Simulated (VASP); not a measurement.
Input of a VASP 6.6.1 run:

File INCAR:

```
SYSTEM = Ti8HO16
PREC     = Accurate       ! precision mode
ENCUT    = 520            ! plane-wave cutoff, eV
EDIFF    = 1E-7           ! SCF threshold, eV
ISMEAR   = 0              ! smearing method
SIGMA    = 0.02           ! smearing width, eV
LREAL    = Auto         
LASPH    = .True.         ! aspherical terms in the spheres
NELM     = 80             ! most SCF steps
ALGO     = Normal         ! electronic algorithm
ISIF     = 2              ! what is computed and relaxed
LWAVE    = .False.        ! write WAVECAR
LCHARG   = .True.         ! write CHGCAR
GGA      = PE             ! functional
LELF     = .True.         ! ELF
LVHAR    = .True.       
NELECT   = 192.0        
NBANDS   = 114            ! bands
```

File KPOINTS:

```
regular mesh
0
Gamma
  3 3 3
  0 0 0
```

The input POSCAR:

```
Ti8HO16
1.0
   -4.6432750091     -4.6432750091      0.0000000000
   -4.6432750091      4.6432750091      0.0000000000
    4.6432750091      0.0000000000     -5.9277640437
Ti O H
8 16 1
Direct
    0.2499999982      0.2499999982      0.4999999963
    1.0117103533     -0.0279286926      0.0000040487
    0.7499999972      0.7499999972      0.4999999963
    0.4882897515      0.5279287993     -0.0000040487
    0.1337844578      0.6063291587      0.2560714274
    0.8776620255      0.3502442018      0.7439267095
    0.6223379688      0.1497557945      0.2560732831
    0.3662155385      0.8936708357      0.7439285652
    0.4446294952      0.7621685160      0.5008878522
    0.1883548157      0.5130209182     -0.0000042174
    0.9437408953      0.2612833639      0.4991151770
    0.7089431690      0.0632807876      0.0000060731
    0.1086750196      0.9258120603      0.2478970130
    0.8607787754      0.6779257249      0.7521051727
    0.6068647465      0.4350943907      0.2544343852
    0.3524308486      0.1806607082      0.7455620648
    0.0553705012      0.7378314783      0.4991121405
    0.7910567204      0.4367193191     -0.0000060731
    0.5562590991      0.2387166324      0.5008848156
    0.3116452910     -0.0130208115      0.0000042174
    0.1475691477      0.3193392881      0.2544379278
    0.8931352479      0.0649056056      0.7455656074
    0.6392212189      0.8220742695      0.2478948199
    0.3913249767      0.5741879341      0.7521029797
    0.7499999420      0.2500000506      0.9999999926
```

Potentials or basis: VASP PAW PBE potentials, release 64 (Ti_sv, O, H).

The run is started by

```console
$ cat potpaw_PBE.64/Ti_sv/POTCAR potpaw_PBE.64/O/POTCAR potpaw_PBE.64/H/POTCAR > POTCAR
$ mpirun -np 1 vasp_std > vasp.out
```

Predict the largest force.

0.081 eV/Å.

Forces in eV/Å, atoms in the order of the input:
```
Ti   0.000  0.000  0.000
Ti  -0.046  0.054 -0.007
Ti   0.000  0.000  0.000
Ti   0.046 -0.054  0.007
Ti  -0.020  0.046  0.037
Ti  -0.027  0.053 -0.042
Ti   0.027 -0.053  0.042
Ti   0.020 -0.046 -0.037
O   -0.031 -0.031 -0.003
O   -0.018  0.000  0.001
O   -0.032 -0.028  0.006
O    0.003 -0.010  0.000
O    0.056 -0.046 -0.037
O    0.054 -0.044  0.040
O   -0.010  0.016  0.024
O   -0.010  0.016 -0.026
O    0.031  0.031  0.003
O   -0.003  0.010  0.000
O    0.032  0.028 -0.006
O    0.018  0.000 -0.001
O    0.010 -0.016  0.026
O    0.010 -0.016 -0.024
O   -0.054  0.044 -0.040
O   -0.056  0.046  0.037
H    0.000  0.000  0.000
```

Caveat: the cell carries a net charge on a neutralising background, which shifts energy and pressure.
